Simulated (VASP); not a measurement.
# NaH in VASP: settings compared

NaH is run at these levels: HSE06, PBE, r2SCAN; tasks: single point.

Program: VASP 6.6.1. These are calculated values, not measurements. Logs are shortened: lines on timing, memory, paths and dates and some standing lists are left out, and cuts for length are marked.

### Step 1. The cell of the first run

Symmetry: P6_3/mmc, No. 194, hexagonal system. Conventional cell: a = 4.072 Å, b = 4.072 Å, c = 4.748 Å, α = 90.00°, β = 90.00°, γ = 120.00°. Na (site symmetry -6m2) has 5 H at 2.35 to 2.37 Å within 3.1 Å. Within 3.1 Å of H (site symmetry -6m2) lie 5 Na at 2.35 to 2.37 Å.

### Step 2. Single point, HSE06 (epitaxial xy strain +3.0%)

Contents of POSCAR:

```
NaH
1.0
    4.0718799986      0.0000000000      0.0000000000
   -2.0359399993      3.5263515200      0.0000000000
    0.0000000000      0.0000000000      4.7478154542
Na H
2 2
Direct
    0.3333333333      0.6666666667     -0.0625000000
    0.6666666667      0.3333333333      0.4375000000
    0.3333333333      0.6666666667      0.4375000000
    0.6666666667      0.3333333333      0.9375000000
```

Contents of INCAR.step1:

```
PREC = Accurate ; ENCUT = 520
EDIFF = 1E-5 ; ISMEAR = 0
SIGMA = 0.01 ; LREAL = False
LASPH = True ; NELM = 60
ALGO = Normal ; ISIF = 2
LWAVE = True ; LCHARG = False
GGA = PE ; NBANDS = 16
```

Contents of INCAR.step2:

```
PREC = Accurate ; ENCUT = 520
EDIFF = 1E-7 ; ISMEAR = 0
SIGMA = 0.01 ; LREAL = False
LASPH = True ; NELM = 60
ALGO = Normal ; ISIF = 2
LWAVE = False ; LCHARG = False
GGA = PE ; LHFCALC = True
HFSCREEN = 0.2079 ; PRECFOCK = Normal
ISTART = 1 ; NBANDS = 16
```

Contents of KPOINTS:

```
Automatic mesh
0
Gamma
  6 6 4
```

Potentials or basis: VASP PAW PBE potentials, release 64 (Na_pv, H).

Run with:

```bash
cat potpaw_PBE.64/Na_pv/POTCAR potpaw_PBE.64/H/POTCAR > POTCAR
cp INCAR.step1 INCAR
mpirun -np 1 vasp_std > vasp.out
cp INCAR.step2 INCAR
mpirun -np 1 vasp_std > vasp.out
```

OUTCAR:

```text
PREC = Accurate
   ENCUT = 520
   EDIFF = 1E-7
   ISMEAR = 0
   LREAL = False
   LASPH = True
   NELM = 60
   ISIF = 2
   GGA = PE
   LHFCALC = True
   HFSCREEN = 0.2079
   PRECFOCK = Normal
   ISTART = 1

 ion  position               nearest neighbor table
   1  0.333  0.667  0.938-
   2  0.667  0.333  0.438-
   3  0.333  0.667  0.438-
   4  0.667  0.333  0.938-

  LATTYP: Found a hexagonal cell.
 ALAT       =     4.0718799986
 C/A-ratio  =     1.1660008291

  Lattice vectors:

 A1 = (   4.0718799986,   0.0000000000,   0.0000000000)
 A2 = (  -2.0359399993,   3.5263515200,   0.0000000000)
 A3 = (   0.0000000000,   0.0000000000,   4.7478154542)

Analysis of symmetry for initial positions (statically):
=====================================================================
 Subroutine PRICEL returns:
 Original cell was already a primitive cell.

 Routine SETGRP: Setting up the symmetry group for a
 hexagonal supercell.

 Subroutine GETGRP returns: Found 24 space group operations
 (whereof  6 operations were pure point group operations)
 out of a pool of 24 trial point group operations.

The static configuration has the point symmetry C_3v.
 The point group associated with its full space group is D_6h.

Analysis of symmetry for dynamics (positions and initial velocities):
=====================================================================
 Subroutine PRICEL returns:
 Original cell was already a primitive cell.

 Routine SETGRP: Setting up the symmetry group for a
 hexagonal supercell.

 Subroutine GETGRP returns: Found 24 space group operations
 (whereof  6 operations were pure point group operations)
 out of a pool of 24 trial point group operations.

The dynamic configuration has the point symmetry C_3v.
 The point group associated with its full space group is D_6h.

 Subroutine INISYM returns: Found 24 space group operations
 (whereof  6 operations are pure point group operations),
 and found     1 'primitive' translations

----------------------------------------------------------------------------------------

                                     Primitive cell

  volume of cell :      68.1733

  direct lattice vectors                    reciprocal lattice vectors
     4.071879999  0.000000000  0.000000000     0.245586805  0.141789608  0.000000000
    -2.035939999  3.526351520  0.000000000     0.000000000  0.283579216  0.000000000
     0.000000000  0.000000000  4.747815454     0.000000000  0.000000000  0.210623182

  length of vectors
     4.071879999  4.071879999  4.747815454     0.283579216  0.283579216  0.210623182

  position of ions in fractional coordinates (direct lattice)
     0.333333333  0.666666667  0.937500000
     0.666666667  0.333333333  0.437500000
     0.333333333  0.666666667  0.437500000
     0.666666667  0.333333333  0.937500000

  ion indices of the primitive-cell ions
   primitive index   ion index
                 1           1
                 2           2
                 3           3
                 4           4

----------------------------------------------------------------------------------------

 KPOINTS: Automatic mesh

Automatic generation of k-mesh.
 Grid dimensions read from file:
 generate k-points for:    6    6    4

 Generating k-lattice:

  Cartesian coordinates                     Fractional coordinates (reciprocal lattice)
     0.040931134  0.023631601  0.000000000     0.166666667 -0.000000000  0.000000000
     0.000000000  0.047263203  0.000000000     0.000000000  0.166666667  0.000000000
     0.000000000  0.000000000  0.052655796     0.000000000  0.000000000  0.250000000

  Length of vectors
     0.047263203  0.047263203  0.052655796

  Shift w.r.t. Gamma in fractional coordinates (k-lattice)
     0.000000000  0.000000000  0.000000000

 Subroutine IBZKPT returns following result:
 ===========================================

 Found     21 irreducible k-points:

 Following reciprocal coordinates:
            Coordinates               Weight
  0.000000  0.000000  0.000000      1.000000
  0.166667  0.000000  0.000000      6.000000
  0.333333  0.000000  0.000000      6.000000
  0.500000  0.000000  0.000000      3.000000
  0.166667  0.166667  0.000000      6.000000
  0.333333  0.166667  0.000000     12.000000
[... 13 lines left out ...]
  0.333333  0.166667  0.500000     12.000000
  0.333333  0.333333  0.500000      2.000000
   k-points           NKPTS =     21   k-points in BZ     NKDIM =    144   number of bands    NBANDS=     16
   number of dos      NEDOS =    301   number of ions     NIONS =      4
   total plane-waves  NPLWV =  32400
   dimension x,y,z NGX =    30 NGY =   30 NGZ =   36
   dimension x,y,z NGXF=    60 NGYF=   60 NGZF=   72
   ions per type =               2   2
   NGX,Y,Z   is equivalent  to a cutoff of  12.25, 12.25, 12.61 a.u.
   NGXF,Y,Z  is equivalent  to a cutoff of  24.50, 24.50, 25.21 a.u.
 SYSTEM =  unknown system
   PREC   = accura    normal or accurate (medium, high low for compatibility)
   ISTART =      1    job   : 0-new  1-cont  2-samecut
   ICHARG =      0    charge: 1-file 2-atom 10-const
   ISPIN  =      1    spin polarized calculation?
   LNONCOLLINEAR =      F non collinear calculations
   LSORBIT =      F    spin-orbit coupling
   LASPH  =      T    aspherical Exc in radial PAW
   ENCUT  =  520.0 eV  38.22 Ry    6.18 a.u.   7.57  7.57  8.83*2*pi/ulx,y,z
   NELM   =     60;   NELMIN=  2; NELMDL=  0     # of ELM steps
   EDIFF  = 0.1E-06   stopping-criterion for ELM
   LREAL  =      F    real-space projection
   EDIFFG = 0.1E-05   stopping-criterion for IOM
   NSW    =      0    number of steps for IOM
   IBRION =     -1    ionic relax: 0-MD 1-quasi-New 2-CG
   NFREE  =      0    steps in history (QN), initial steepest desc. (CG)
   ISIF   =      2    stress and relaxation
   ISYM   =      3    0-nonsym 1-usesym 2-fastsym
   POTIM  = 0.5000    time-step for ionic-motion
   TEBEG  =    0.0;   TEEND  =   0.0 temperature during run
   PSTRESS=    0.0 pullay stress
   NELECT =      16.0000    total number of electrons
   NUPDOWN=      -1.0000    fix difference up-down
   EMIN   =  10.00;   EMAX   =-10.00  energy-range for DOS
   EFERMI =   0.00;   METHOD = LEGACY
   ISMEAR =     0;   SIGMA  =   0.01  broadening in eV -4-tet -1-fermi 0-gaus
   EFERMI_NEDOS =   21; number of points for ismear=-14 and -15
   IALGO  =     38    algorithm
   IMIX   =      1    mixing-type and parameters
     AMIX     =   0.40;   BMIX     =  1.00
     AMIX_MAG =   1.60;   BMIX_MAG =  1.00
  volume/ion in A,a.u.               =      17.04       115.01
  Fermi-wavevector in a.u.,A,eV,Ry     =   1.009819  1.908280 13.874317  1.019734
  Thomas-Fermi vector in A             =   2.142770
   LORBIT       =      0    0 simple, 1 ext, 2 COOP (PROOUT), +10 PAW based schemes
   GGA     = PE    functional components
   LHFCALC =     T    Hartree Fock is set to
   PRECFOCK=normal    Normal, Fast or Accurate (Low or Medium for compatibility)
   ENCUT4O =  -1.0   cutoff for four orbital integrals eV
   NKREDX  =     1    reduce k-point grid by
   NKREDY  =     1    reduce k-point grid by
   NKREDZ  =     1    reduce k-point grid by
   AEXX    =    0.2500 exact exchange contribution
   HFSCREEN=    0.2079 screening length (either q_TF or 0.3 A-1)
   HFSCREENC=   0.2079 screening length for correlation (either q_TF or 0.3 A-1)
   ENCUTFOCK=  -1.0 apply spherical cutoff to Coloumb kernel
   IVDW    =     0    specifies the selected vdW correction
   LEPSILON=     F    determine dielectric tensor
   LRPA    =     F    only Hartree local field effects (RPA)
 non-spin polarized calculation
 Gauss-broadening in eV      SIGMA  =   0.01
  energy-cutoff  :      520.00
  volume of cell :       68.17
 maximum number of plane-waves:      1852
  NGX = 24; NGY = 24; NGZ = 28

 number of electron      15.9999974 magnetization

 Free energy of the ion-electron system (eV)
  ---------------------------------------------------
  ext. energy  EPLUGINS =         0.00000000
  ---------------------------------------------------
  free energy    TOTEN  =       -11.40263255 eV

  energy without entropy =      -11.40263255  energy(sigma->0) =      -11.40263255

 E-fermi :  -2.0883     XC(G=0):  -5.8654

 val. band max:       -2.1342121595   @ k =   0.0000   0.0000   0.0000
 cond. band min:       1.9039858312   @ k =   0.3333   0.3333   0.0000
 fundamental gap:      4.0381979907
 Fermi energy:        -2.0882790994

 k-point     1 :       0.0000    0.0000    0.0000
  band No.  band energies     occupation
      1     -26.9099      2.00000
      2     -26.8935      2.00000
      3     -26.8935      2.00000
      4     -26.8671      2.00000
      5     -26.8671      2.00000
      6     -26.8389      2.00000
[... 8 lines left out ...]
     15       9.4136      0.00000
     16      14.2192      0.00000

 k-point     2 :       0.1667    0.0000    0.0000
  band No.  band energies     occupation
      1     -26.9054      2.00000
      2     -26.8959      2.00000
      3     -26.8957      2.00000
      4     -26.8712      2.00000
      5     -26.8663      2.00000
      6     -26.8428      2.00000
[... 8 lines left out ...]
     15      11.6364      0.00000
     16      11.8961      0.00000

 k-point     3 :       0.3333    0.0000    0.0000
  band No.  band energies     occupation
      1     -26.9008      2.00000
      2     -26.8996      2.00000
      3     -26.8939      2.00000
      4     -26.8793      2.00000
      5     -26.8649      2.00000
      6     -26.8530      2.00000
[... 8 lines left out ...]
     15      10.9843      0.00000
     16      12.2325      0.00000
[... 305 lines left out ...]
 k-point    20 :       0.3333    0.1667    0.5000
  band No.  band energies     occupation
      1     -26.9167      2.00000
      2     -26.9167      2.00000
      3     -26.8849      2.00000
      4     -26.8849      2.00000
      5     -26.8509      2.00000
      6     -26.8509      2.00000
[... 8 lines left out ...]
     15      13.0452      0.00000
     16      13.0452      0.00000

 k-point    21 :       0.3333    0.3333    0.5000
  band No.  band energies     occupation
      1     -26.9181      2.00000
      2     -26.9181      2.00000
      3     -26.8873      2.00000
      4     -26.8873      2.00000
      5     -26.8488      2.00000
      6     -26.8488      2.00000
[... 8 lines left out ...]
     15      13.6229      0.00000
     16      13.6229      0.00000

------------------------ aborting loop because EDIFF is reached ----------------------------------------

  FORCE on cell =-STRESS in cart. coord.  units (eV):
  Direction    XX          YY          ZZ          XY          YZ          ZX
  --------------------------------------------------------------------------------------
  -------------------------------------------------------------------------------------
  Total       -0.3861744     -0.3861744      0.0414004     -0.0000000      0.0000000      0.0000000
  in kB       -9.0756896     -9.0756896      0.9729729     -0.0000000      0.0000000      0.0000000
  external PRESSURE =      -5.7261355 kB  Pullay stress =       0.0000000 kB

 VOLUME and BASIS-vectors are now :
 -----------------------------------------------------------------------------
  energy-cutoff  :      520.00
  volume of cell :       68.17
      direct lattice vectors                 reciprocal lattice vectors
     4.071879999  0.000000000  0.000000000     0.245586805  0.141789608  0.000000000
    -2.035939999  3.526351520  0.000000000     0.000000000  0.283579216  0.000000000
     0.000000000  0.000000000  4.747815454     0.000000000  0.000000000  0.210623182

 POSITION                                       TOTAL-FORCE (eV/Angst)
 -----------------------------------------------------------------------------------
     -0.00000      2.35090      4.45108         0.000000     -0.000000      0.000000
      2.03594      1.17545      2.07717        -0.000000      0.000000     -0.000000
     -0.00000      2.35090      2.07717         0.000000      0.000000      0.000000
      2.03594      1.17545      4.45108         0.000000      0.000000     -0.000000
 -----------------------------------------------------------------------------------
    total drift:                                0.000000     -0.000000      0.000000

  FREE ENERGIE OF THE ION-ELECTRON SYSTEM (eV)
  ---------------------------------------------------
  free  energy   TOTEN  =       -11.4026325466 eV

  energy  without entropy=      -11.4026325466  energy(sigma->0) =      -11.40263255
```

Run time: 37 min. Hardware: 1 thread of AMD EPYC 7R13 (Zen 3), shared host; peak memory 0.27 GiB.

What came out:

```
Free energy            : -11.4026 eV
Pressure               : -0.6 GPa
Band gap on the k mesh : 4.04 eV (least direct gap 5.16 eV)
```

Caveat: the cell differs from its parent crystal (epitaxial xy strain +3.0%); the PAW data sets were made with another functional, which shifts forces and pressure a little.

### Step 3. Single point, PBE (uniaxial z strain +1.5%)

Contents of INCAR:

```
PREC = Accurate ; ENCUT = 520
EDIFF = 1E-7 ; ISMEAR = -1
SIGMA = 0.02 ; LREAL = False
LASPH = True ; NELM = 80
ALGO = Normal ; ISIF = 2
LWAVE = False ; LCHARG = True
GGA = PE ; LELF = True
LVHAR = True ; NBANDS = 16
```

Contents of KPOINTS:

```
regular mesh
0
Gamma
  12 12 6
```

Contents of POSCAR:

```
NaH
1.0
    3.9532815521      0.0000000000      0.0000000000
   -1.9766407760      3.4236422524      0.0000000000
    0.0000000000      0.0000000000      4.9007166990
Na H
2 2
Direct
    0.3333333333      0.6666666667     -0.0625000000
    0.6666666667      0.3333333333      0.4375000000
    0.3333333333      0.6666666667      0.4375000000
    0.6666666667      0.3333333333      0.9375000000
```

Potentials or basis: VASP PAW PBE potentials, release 64 (Na_pv, H).

Run with:

```bash
cat potpaw_PBE.64/Na_pv/POTCAR potpaw_PBE.64/H/POTCAR > POTCAR
mpirun -np 1 vasp_std > vasp.out
```

Run time: 86 s. Hardware: 1 thread of Intel Xeon 8259CL, shared host; peak memory 0.21 GiB.

The run converged. Its results:

```
Free energy            : -10.0743 eV
Pressure               : 0.0 GPa
Band gap on the k mesh : 3.39 eV (least direct gap 4.12 eV)
```

Stress tensor (GPa, compression positive):
```
 0.13  0.00  0.00
 0.00  0.13  0.00
 0.00  0.00 -0.12
```

Levels at points of the mesh, in eV from the valence-band top:
```csv
k point,band 5,band 6,band 7,band 8,band 9,band 10,band 11,band 12
"(0.00, 0.00, 0.00)",-22.23,-22.21,-3.27,-0.03,4.80,7.97,10.36,10.36
"(0.50, 0.00, 0.00)",-22.24,-22.22,-1.45,-0.57,3.90,7.44,7.50,7.83
"(0.00, 0.00, 0.50)",-22.24,-22.24,-1.99,-1.99,6.89,6.89,11.11,11.11
"(0.50, 0.00, 0.50)",-22.22,-22.22,-0.79,-0.79,3.97,3.97,8.48,8.48
```

Caveat: the cell differs from its parent crystal (uniaxial z strain +1.5%). A k mesh can miss the band edges.

(Continued in part 2 of 2.)
